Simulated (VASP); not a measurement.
# Zr2Br3Cl (P6/mmm) in VASP: a series of runs

Runs on Zr2Br3Cl. Level: PBE. Tasks: single point.

Program: VASP 6.6.1. These are calculated values, not measurements. Logs are shortened: lines on timing, memory, paths and dates and some standing lists are left out, and cuts for length are marked.

## Step 1: The cell of the first run

It takes space group P6/mmm (No. 191, hexagonal). Conventional cell: a = 6.808 Å, b = 6.808 Å, c = 3.900 Å, α = 90.00°, β = 90.00°, γ = 120.00°. Within 3.6 Å of Zr (site symmetry -6m2) lie 6 Br at 2.77 Å. Within 3.6 Å of Br (site symmetry mmm) lie 4 Zr at 2.77 Å and 4 Br at 3.40 Å. Cl (site symmetry 6/mmm) has 2 Cl at 3.90 Å and 12 Br at 3.92 Å and 6 Zr at 3.93 Å within 5.1 Å.

## Step 2: Single point, PBE

INCAR reads:

```
SYSTEM = Zr2Br3Cl
  PREC = Accurate
  ENCUT = 520
  EDIFF = 1E-6
  ISMEAR = 0
  SIGMA = 0.1
  LREAL = .FALSE.
  LASPH = .TRUE.
  NELM = 100
  ALGO = Normal
  ISIF = 2
  LWAVE = .FALSE.
  LCHARG = .FALSE.
  GGA = PE
  NBANDS = 35
```

KPOINTS reads:

```
Automatic mesh
0
G
  3 3 4
  0 0 0
```

POSCAR reads:

```
Zr2Br3Cl
1.0
    6.8079504800      0.0000000000      0.0000000000
   -3.4039752400      5.8958580600      0.0000000000
    0.0000000000      0.0000000000      3.8999050900
Zr Br Cl
2 3 1
Direct
    0.3333333300      0.6666666700      0.0000000000
    0.6666666700      0.3333333300      0.0000000000
    0.5000000000      0.0000000000      0.5000000000
    0.5000000000      0.5000000000      0.5000000000
    0.0000000000      0.5000000000      0.5000000000
    0.0000000000      0.0000000000      0.0000000000
```

Potentials or basis: VASP PAW PBE potentials, release 64 (Zr_sv, Br, Cl).

Launch:

```sh
> cat potpaw_PBE.64/Zr_sv/POTCAR potpaw_PBE.64/Br/POTCAR potpaw_PBE.64/Cl/POTCAR > POTCAR
> mpirun -np 1 vasp_std > vasp.out
```

OUTCAR:

```text
SYSTEM = Zr2Br3Cl
   PREC = Accurate
   ENCUT = 520
   EDIFF = 1E-6
   ISMEAR = 0
   LREAL = .FALSE.
   LASPH = .TRUE.
   NELM = 100
   ISIF = 2
   GGA = PE

 ion  position               nearest neighbor table
   1  0.333  0.667  0.000-   3 2.77   3 2.77   5 2.77   5 2.77   4 2.77   4 2.77
   2  0.667  0.333  0.000-   3 2.77   3 2.77   5 2.77   5 2.77   4 2.77   4 2.77
   3  0.500  0.000  0.500-   1 2.77   2 2.77   1 2.77   2 2.77
   4  0.500  0.500  0.500-   1 2.77   2 2.77   1 2.77   2 2.77
   5  0.000  0.500  0.500-   1 2.77   2 2.77   1 2.77   2 2.77
   6  0.000  0.000  0.000-

  LATTYP: Found a hexagonal cell.
 ALAT       =     6.8079504800
 C/A-ratio  =     0.5728456900

  Lattice vectors:

 A1 = (   6.8079504800,   0.0000000000,   0.0000000000)
 A2 = (  -3.4039752400,   5.8958580600,   0.0000000000)
 A3 = (   0.0000000000,   0.0000000000,   3.8999050900)

Analysis of symmetry for initial positions (statically):
=====================================================================
 Subroutine PRICEL returns:
 Original cell was already a primitive cell.

 Routine SETGRP: Setting up the symmetry group for a
 hexagonal supercell.

 Subroutine GETGRP returns: Found 24 space group operations
 (whereof 24 operations were pure point group operations)
 out of a pool of 24 trial point group operations.

The static configuration has the point symmetry D_6h.

Analysis of symmetry for dynamics (positions and initial velocities):
=====================================================================
 Subroutine PRICEL returns:
 Original cell was already a primitive cell.

 Routine SETGRP: Setting up the symmetry group for a
 hexagonal supercell.

 Subroutine GETGRP returns: Found 24 space group operations
 (whereof 24 operations were pure point group operations)
 out of a pool of 24 trial point group operations.

The dynamic configuration has the point symmetry D_6h.

 Subroutine INISYM returns: Found 24 space group operations
 (whereof 24 operations are pure point group operations),
 and found     1 'primitive' translations

----------------------------------------------------------------------------------------

                                     Primitive cell

  volume of cell :     156.5372

  direct lattice vectors                    reciprocal lattice vectors
     6.807950480  0.000000000  0.000000000     0.146887085  0.084805298  0.000000000
    -3.403975240  5.895858060  0.000000000     0.000000000  0.169610596  0.000000000
     0.000000000  0.000000000  3.899905090     0.000000000  0.000000000  0.256416497

  length of vectors
     6.807950480  6.807950477  3.899905090     0.169610596  0.169610596  0.256416497

  position of ions in fractional coordinates (direct lattice)
     0.333333330  0.666666670  0.000000000
     0.666666670  0.333333330  0.000000000
     0.500000000  0.000000000  0.500000000
     0.500000000  0.500000000  0.500000000
     0.000000000  0.500000000  0.500000000
     0.000000000  0.000000000  0.000000000

  ion indices of the primitive-cell ions
   primitive index   ion index
                 1           1
                 2           2
                 3           3
                 4           4
                 5           5
                 6           6

----------------------------------------------------------------------------------------

 KPOINTS: Automatic mesh

Automatic generation of k-mesh.
 Grid dimensions read from file:
 generate k-points for:    3    3    4

 Generating k-lattice:

  Cartesian coordinates                     Fractional coordinates (reciprocal lattice)
     0.048962362  0.028268433  0.000000000     0.333333333  0.000000000  0.000000000
     0.000000000  0.056536865  0.000000000     0.000000000  0.333333333  0.000000000
     0.000000000  0.000000000  0.064104124     0.000000000  0.000000000  0.250000000

  Length of vectors
     0.056536865  0.056536865  0.064104124

  Shift w.r.t. Gamma in fractional coordinates (k-lattice)
     0.000000000  0.000000000  0.000000000

 Subroutine IBZKPT returns following result:
 ===========================================

 Found      9 irreducible k-points:

 Following reciprocal coordinates:
            Coordinates               Weight
  0.000000  0.000000  0.000000      1.000000
  0.333333  0.000000  0.000000      6.000000
  0.333333  0.333333  0.000000      2.000000
  0.000000  0.000000  0.250000      2.000000
  0.333333  0.000000  0.250000     12.000000
  0.333333  0.333333  0.250000      4.000000
  0.000000  0.000000  0.500000      1.000000
  0.333333  0.000000  0.500000      6.000000
  0.333333  0.333333  0.500000      2.000000
   k-points           NKPTS =      9   k-points in BZ     NKDIM =      9   number of bands    NBANDS=     35
   number of dos      NEDOS =    301   number of ions     NIONS =      6
   total plane-waves  NPLWV =  87480
   dimension x,y,z NGX =    54 NGY =   54 NGZ =   30
   dimension x,y,z NGXF=   108 NGYF=  108 NGZF=   60
   ions per type =               2   3   1
   NGX,Y,Z   is equivalent  to a cutoff of  13.19, 13.19, 12.79 a.u.
   NGXF,Y,Z  is equivalent  to a cutoff of  26.37, 26.37, 25.58 a.u.
 SYSTEM =  Zr2Br3Cl
   PREC   = accura    normal or accurate (medium, high low for compatibility)
   ISTART =      0    job   : 0-new  1-cont  2-samecut
   ICHARG =      2    charge: 1-file 2-atom 10-const
   ISPIN  =      1    spin polarized calculation?
   LNONCOLLINEAR =      F non collinear calculations
   LSORBIT =      F    spin-orbit coupling
   LASPH  =      T    aspherical Exc in radial PAW
   ENCUT  =  520.0 eV  38.22 Ry    6.18 a.u.  12.66 12.66  7.25*2*pi/ulx,y,z
   NELM   =    100;   NELMIN=  2; NELMDL= -5     # of ELM steps
   EDIFF  = 0.1E-05   stopping-criterion for ELM
   LREAL  =      F    real-space projection
   EDIFFG = 0.1E-04   stopping-criterion for IOM
   NSW    =      0    number of steps for IOM
   IBRION =     -1    ionic relax: 0-MD 1-quasi-New 2-CG
   NFREE  =      0    steps in history (QN), initial steepest desc. (CG)
   ISIF   =      2    stress and relaxation
   ISYM   =      2    0-nonsym 1-usesym 2-fastsym
   POTIM  = 0.5000    time-step for ionic-motion
   TEBEG  =    0.0;   TEEND  =   0.0 temperature during run
   PSTRESS=    0.0 pullay stress
   NELECT =      52.0000    total number of electrons
   NUPDOWN=      -1.0000    fix difference up-down
   EMIN   =  10.00;   EMAX   =-10.00  energy-range for DOS
   EFERMI =   0.00;   METHOD = LEGACY
   ISMEAR =     0;   SIGMA  =   0.10  broadening in eV -4-tet -1-fermi 0-gaus
   EFERMI_NEDOS =   21; number of points for ismear=-14 and -15
   IALGO  =     38    algorithm
   IMIX   =      4    mixing-type and parameters
     AMIX     =   0.40;   BMIX     =  1.00
     AMIX_MAG =   1.60;   BMIX_MAG =  1.00
  volume/ion in A,a.u.               =      26.09       176.06
  Fermi-wavevector in a.u.,A,eV,Ry     =   1.133801  2.142573 17.490350  1.285504
  Thomas-Fermi vector in A             =   2.270504
   LORBIT       =      0    0 simple, 1 ext, 2 COOP (PROOUT), +10 PAW based schemes
   GGA     = PE    functional components
   LHFCALC =     F    Hartree Fock is set to
   AEXX    =    0.0000 exact exchange contribution
   IVDW    =     0    specifies the selected vdW correction
   LEPSILON=     F    determine dielectric tensor
   LRPA    =     F    only Hartree local field effects (RPA)
 non-spin polarized calculation
 Gauss-broadening in eV      SIGMA  =   0.10
  energy-cutoff  :      520.00
  volume of cell :      156.54
 maximum number of plane-waves:      4251
 NGX is ok and might be reduce to    50
   NGX = 25   NGY = 25   NGZ = 15

 number of electron      52.0000003 magnetization

 Free energy of the ion-electron system (eV)
  ---------------------------------------------------
  ext. energy  EPLUGINS =         0.00000000
  ---------------------------------------------------
  free energy    TOTEN  =       -26.53730745 eV

  energy without entropy =      -26.49157886  energy(sigma->0) =      -26.51444315

 E-fermi :   5.5368     XC(G=0):  -9.3374

 val. band max:        5.5160361971   @ k =   0.3333   0.0000   0.2500
 cond. band min:       5.5761022407   @ k =   0.3333   0.3333   0.2500
 fundamental gap:      0.0600660436
 Fermi energy:         5.5368366116

 k-point     1 :       0.0000    0.0000    0.0000
  band No.  band energies     occupation
      1     -45.0490      2.00000
      2     -45.0433      2.00000
      3     -23.1622      2.00000
      4     -23.1622      2.00000
      5     -23.1020      2.00000
      6     -23.0860      2.00000
[... 27 lines left out ...]
     34       8.4478      0.00000
     35       8.4547      0.00000

 k-point     2 :       0.3333    0.0000    0.0000
  band No.  band energies     occupation
      1     -45.0478      2.00000
      2     -45.0445      2.00000
      3     -23.1646      2.00000
      4     -23.1478      2.00000
      5     -23.1008      2.00000
      6     -23.0973      2.00000
[... 27 lines left out ...]
     34       7.8561      0.00000
     35       8.3045      0.00000

 k-point     3 :       0.3333    0.3333    0.0000
  band No.  band energies     occupation
      1     -45.0462      2.00000
      2     -45.0462      2.00000
      3     -23.1670      2.00000
      4     -23.1244      2.00000
      5     -23.1244      2.00000
      6     -23.0908      2.00000
[... 27 lines left out ...]
     34       8.1772      0.00000
     35       9.2112      0.00000

 k-point     4 :       0.0000    0.0000    0.2500
  band No.  band energies     occupation
      1     -45.0466      2.00000
      2     -45.0410      2.00000
      3     -23.1742      2.00000
      4     -23.1468      2.00000
      5     -23.1468      2.00000
      6     -23.1344      2.00000
[... 27 lines left out ...]
     34       6.8445      0.00000
     35       8.3484      0.00000

 k-point     5 :       0.3333    0.0000    0.2500
  band No.  band energies     occupation
      1     -45.0454      2.00000
      2     -45.0422      2.00000
      3     -23.1662      2.00000
      4     -23.1491      2.00000
      5     -23.1453      2.00000
      6     -23.1315      2.00000
[... 27 lines left out ...]
     34       7.5943      0.00000
     35       9.6612      0.00000

 k-point     6 :       0.3333    0.3333    0.2500
  band No.  band energies     occupation
      1     -45.0438      2.00000
      2     -45.0438      2.00000
      3     -23.1553      2.00000
      4     -23.1553      2.00000
      5     -23.1513      2.00000
      6     -23.1119      2.00000
[... 27 lines left out ...]
     34       7.8086      0.00000
     35       9.9948      0.00000

 k-point     7 :       0.0000    0.0000    0.5000
  band No.  band energies     occupation
      1     -45.0442      2.00000
      2     -45.0387      2.00000
      3     -23.2448      2.00000
      4     -23.1884      2.00000
      5     -23.1313      2.00000
      6     -23.1313      2.00000
[... 27 lines left out ...]
     34       8.9393      0.00000
     35       9.0294      0.00000

 k-point     8 :       0.3333    0.0000    0.5000
  band No.  band energies     occupation
      1     -45.0431      2.00000
      2     -45.0399      2.00000
      3     -23.2329      2.00000
      4     -23.2004      2.00000
      5     -23.1334      2.00000
      6     -23.1200      2.00000
[... 27 lines left out ...]
     34       7.9874      0.00000
     35       8.7748      0.00000

 k-point     9 :       0.3333    0.3333    0.5000
  band No.  band energies     occupation
      1     -45.0415      2.00000
      2     -45.0415      2.00000
      3     -23.2167      2.00000
      4     -23.2167      2.00000
      5     -23.1355      2.00000
      6     -23.1014      2.00000
[... 27 lines left out ...]
     34       8.5042      0.00000
     35       8.8078      0.00000

------------------------ aborting loop because EDIFF is reached ----------------------------------------

  FORCE on cell =-STRESS in cart. coord.  units (eV):
  Direction    XX          YY          ZZ          XY          YZ          ZX
  --------------------------------------------------------------------------------------
  -------------------------------------------------------------------------------------
  Total       -1.1203722     -1.1203722      2.7447815      0.0000000     -0.0000000      0.0000000
  in kB      -11.4671494    -11.4671494     28.0931810      0.0000000     -0.0000000      0.0000000
  external PRESSURE =       1.7196274 kB  Pullay stress =       0.0000000 kB

 VOLUME and BASIS-vectors are now :
 -----------------------------------------------------------------------------
  energy-cutoff  :      520.00
  volume of cell :      156.54
      direct lattice vectors                 reciprocal lattice vectors
     6.807950480  0.000000000  0.000000000     0.146887085  0.084805298  0.000000000
    -3.403975240  5.895858060  0.000000000     0.000000000  0.169610596  0.000000000
     0.000000000  0.000000000  3.899905090     0.000000000  0.000000000  0.256416497

 POSITION                                       TOTAL-FORCE (eV/Angst)
 -----------------------------------------------------------------------------------
     -0.00000      3.93057      0.00000        -0.000000      0.000000     -0.000000
      3.40398      1.96529      0.00000        -0.000000     -0.000000      0.000000
      3.40398      0.00000      1.94995         0.000000      0.000000      0.000000
      1.70199      2.94793      1.94995         0.000000      0.000000      0.000000
     -1.70199      2.94793      1.94995         0.000000      0.000000      0.000000
      0.00000      0.00000      0.00000         0.000000      0.000000      0.000000
 -----------------------------------------------------------------------------------
    total drift:                                0.000000      0.000000      0.000000

  FREE ENERGIE OF THE ION-ELECTRON SYSTEM (eV)
  ---------------------------------------------------
  free  energy   TOTEN  =       -26.5373074474 eV

  energy  without entropy=      -26.4915788618  energy(sigma->0) =      -26.51444315
```

It took 43 s on 1 thread of Intel Xeon Platinum 8488C (Sapphire Rapids), shared host; peak memory 0.29 GiB.

What came out:

```yaml
Free_energy: -26.5373 eV
Pressure: 0.2 GPa
Band_gap_on_the_k_mesh: zero (band 26 reaches 5.79 eV, above the bottom of band 27 at 5.05 eV)
```

Stress tensor (GPa, compression positive):
```
-1.15  0.00  0.00
 0.00 -1.15  0.00
 0.00  0.00  2.81
```

Levels at points of the mesh, in eV from the Fermi level:
| k point | band 22 | band 23 | band 24 | band 25 | band 26 | band 27 | band 28 | band 29 |
| --- | --- | --- | --- | --- | --- | --- | --- | --- |
| (0.00, 0.00, 0.00) | -2.46 | -2.12 | -2.12 | -1.42 | -0.48 | -0.48 | -0.45 | -0.45 |
| (0.00, 0.00, 0.50) | -2.76 | -2.76 | -2.54 | 0.08 | 0.08 | 0.31 | 0.41 | 0.41 |

Caveat: the k points lie up to 0.40 Å⁻¹ apart.

## Step 3: Single point, PBE, collinear spin, ferromagnetic start

INCAR reads:

```
PREC     = Accurate       # precision mode
ENCUT    = 520            # plane-wave cutoff, eV
EDIFF    = 1E-6           # SCF threshold, eV
ISMEAR   = 0              # smearing method
SIGMA    = 0.1            # smearing width, eV
LREAL    = False          # projectors in reciprocal space
LASPH    = True           # aspherical terms in the spheres
NELM     = 150            # most SCF steps
ALGO     = Normal         # electronic algorithm
ISIF     = 2              # what is computed and relaxed
LWAVE    = False          # write WAVECAR
LCHARG   = False          # write CHGCAR
ISPIN    = 2              # spin polarisation
MAGMOM   = 1 1 0 0 0 0    # initial moments
LORBIT   = 11             # projections on sites
LMAXMIX  = 4              # l up to which the mixer works
GGA      = PE             # functional
NBANDS   = 39             # bands
```

KPOINTS reads:

```
Automatic mesh
0
Gamma
  3 3 4
```

POSCAR is that of step 2.

Potentials or basis: VASP PAW PBE potentials, release 64 (Zr_sv, Br, Cl).

Launch:

```sh
> cat potpaw_PBE.64/Zr_sv/POTCAR potpaw_PBE.64/Br/POTCAR potpaw_PBE.64/Cl/POTCAR > POTCAR
> mpirun -np 1 vasp_std > vasp.out
```

Wall time 1.7 min (1 thread of Intel Xeon Platinum 8488C (Sapphire Rapids), shared host); peak memory 0.39 GiB.

It converged, with:

| Quantity | Value |
| --- | --- |
| Free energy | -26.5519 eV |
| Pressure | 0.3 GPa |
| Net moment | 0.98 μB per cell |
| Site moments | Zr +0.32; Br +0.01; Cl +0.01 μB |
| Valence electrons inside the program's atomic spheres | Zr 9.73; Br 4.93; Cl 5.07 |

Stress tensor (GPa, compression positive):
```
-1.09  0.00  0.00
 0.00 -1.09  0.00
 0.00  0.00  2.93
```

Levels at points of the mesh, in eV from the Fermi level:
Spin up:
```csv
k point,band 23,band 24,band 25,band 26,band 27,band 28,band 29,band 30,band 31,band 32
"(0.00, 0.00, 0.00)",-2.05,-2.05,-1.35,-0.61,-0.61,-0.50,-0.50,0.87,0.96,1.30
"(0.00, 0.00, 0.50)",-2.72,-2.47,-0.02,-0.02,0.24,0.36,0.36,0.89,1.05,1.05
```
Spin down:
| k point | band 23 | band 24 | band 25 | band 26 | band 27 | band 28 |
| --- | --- | --- | --- | --- | --- | --- |
| (0.00, 0.00, 0.00) | -2.04 | -2.04 | -1.34 | -0.29 | -0.29 | -0.24 |
| (0.00, 0.00, 0.50) | -2.66 | -2.46 | 0.30 | 0.30 | 0.50 | 0.57 |

Caveat: the k points lie up to 0.40 Å⁻¹ apart.
